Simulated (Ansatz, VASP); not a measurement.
# CsMg3 in VASP and in Ansatz

File INCAR:

```
PREC     = Accurate       # precision mode
ENCUT    = 600            # plane-wave cutoff, eV
EDIFF    = 1E-7           # SCF threshold, eV
ISMEAR   = 0              # smearing method
SIGMA    = 0.1            # smearing width, eV
LREAL    = F              # projectors in reciprocal space
LASPH    = T              # aspherical terms in the spheres
NELM     = 120            # most SCF steps
ALGO     = Normal         # electronic algorithm
ISIF     = 3              # what is computed and relaxed
LWAVE    = F              # write WAVECAR
LCHARG   = F              # write CHGCAR
GGA      = PE             # functional
IBRION   = 2              # ionic algorithm
NSW      = 100            # ionic steps
EDIFFG   = -0.01          # ionic threshold
GGA_COMPAT= F            
NELMIN   = 4
```

Contents of KPOINTS:

```
regular mesh
0
Gamma
  10 10 10
```

File POSCAR:

```
CsMg3
1.0
    5.3117674895      0.0000000000      0.0000000000
    0.0000000000      5.3117674895      0.0000000000
    0.0000000000      0.0000000000      5.3117674895
Cs Mg
1 3
Direct
    0.0000000000      0.0000000000      0.0000000000
    0.0000000000      0.5000000000      0.5000000000
    0.5000000000      0.0000000000      0.5000000000
    0.5000000000      0.5000000000      0.0000000000
```

Input for Ansatz:

```yaml
crystal:
  lattice:
    - [5.3117674895, 0.0, 0.0]
    - [0.0, 5.3117674895, 0.0]
    - [0.0, 0.0, 5.3117674895]
  atoms:
    - { symbol: Cs, position: [0.0, 0.0, 0.0] }
    - { symbol: Mg, position: [0.0, 0.5, 0.5] }
    - { symbol: Mg, position: [0.5, 0.0, 0.5] }
    - { symbol: Mg, position: [0.5, 0.5, 0.0] }
basis:
  ecutwfc: 420
kpoints:
  mp_grid: { grid: [10, 10, 10] }
hamiltonian:
  xc: pbe
scf:
  occupations: { method: gaussian, width: 0.1 }
output:
  forces: true
  stress: true
  eigenvalues: true
  write_density: true
  write_potential: true
  elf: true
  volumetric_format: npy
relax:
  adjacent_minimum: "off"
  f_tol: 0.01
  max_steps: 80
  cell: { stress_tol: 0.05 }
```

Alike in both runs: task relaxation of cell and atoms; functional PBE; k mesh 10 × 10 × 10; occupations gaussian, width 0.1 eV; no spin polarisation.

|  | VASP | Ansatz |
| --- | --- | --- |
| version | VASP 6.6.1 | Ansatz 0.2.0 |
| potentials or method | VASP PAW PBE potentials, release 64 (Cs_sv, Mg), cutoff 600 eV | scalar-relativistic, plane waves, PAW |
| valence electrons in the cell | 15 | 39 |

|  | VASP | Ansatz | Ansatz less VASP |
| --- | --- | --- | --- |
| gap on the k mesh at the Fermi level, each at its own relaxed structure (eV) | none | none | - |
| relaxed volume (Å³/atom) | 38.20 | 38.23 | +0.027 |
| relaxed cell length with the largest relative difference (Å) | 5.346 | 5.347 | +0.0012 |

A gap of «none» marks a metal or a gap that the smearing closes. VASP's potentials hold 15 valence electrons a cell and Ansatz's 39, so a difference there can come from the potentials and not from the codes.

Neither program's run includes spin-orbit coupling.
